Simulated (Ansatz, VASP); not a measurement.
# Hf3Si2: VASP beside Ansatz

```
CELL_PARAMETERS angstrom
6.97646 0.00000 0.00000
0.00000 6.97646 0.00000
0.00000 0.00000 3.60703
ATOMIC_POSITIONS crystal
Hf 0.67386 0.82614 0.50000
Hf 0.82614 0.32614 0.50000
Hf 0.32614 0.17386 0.50000
Hf 0.17386 0.67386 0.50000
Hf 0.50000 0.50000 0.00000
Hf 0.00000 0.00000 0.00000
Si 0.62381 0.09514 0.00000
Si 0.87619 0.59514 0.00000
Si 0.12381 0.34752 0.00000
Si 0.37619 0.84752 0.00000
```

Change from the starting cell: all Si atoms moved -0.200 Å, as atom 7 along Cartesian [0 1 0].

Alike in both runs: task single point; functional PBEsol; k mesh 6 × 6 × 12; occupations gaussian, width 0.15 eV; no spin polarisation.

|  | VASP | Ansatz |
| --- | --- | --- |
| version | VASP 6.6.1 | Ansatz 0.2.0 |
| potentials or method | VASP PAW PBE potentials, release 64 (Hf_pv, Si), cutoff 520 eV | scalar-relativistic, plane waves, PAW |
| valence electrons in the cell | 76 | 172 |

Ansatz gave:

```
gap on the k mesh at the Fermi level (eV)                     : none
pressure (GPa)                                                : 1.9
traceless stress, the component that is largest in VASP (GPa) : -1.41
rms of the force components (eV/Å)                            : 0.907
```

Question: What did VASP give for the same quantities?

Answer: gap on the k mesh at the Fermi level (eV): none; pressure (GPa): 1.9; traceless stress, the component that is largest in VASP (GPa): -1.44; rms of the force components (eV/Å): 0.913.

VASP's potentials were made for PBE, not for PBEsol. Atom by atom the forces differ by 0.007 eV/Å (rms over components). A gap of «none» marks a metal or a gap that the smearing closes. With one functional, cell and mesh, what is left measures potentials, basis and numerics. VASP's potentials hold 76 valence electrons a cell and Ansatz's 172, so a difference there can come from the potentials and not from the codes.

Spin-orbit coupling is off throughout.
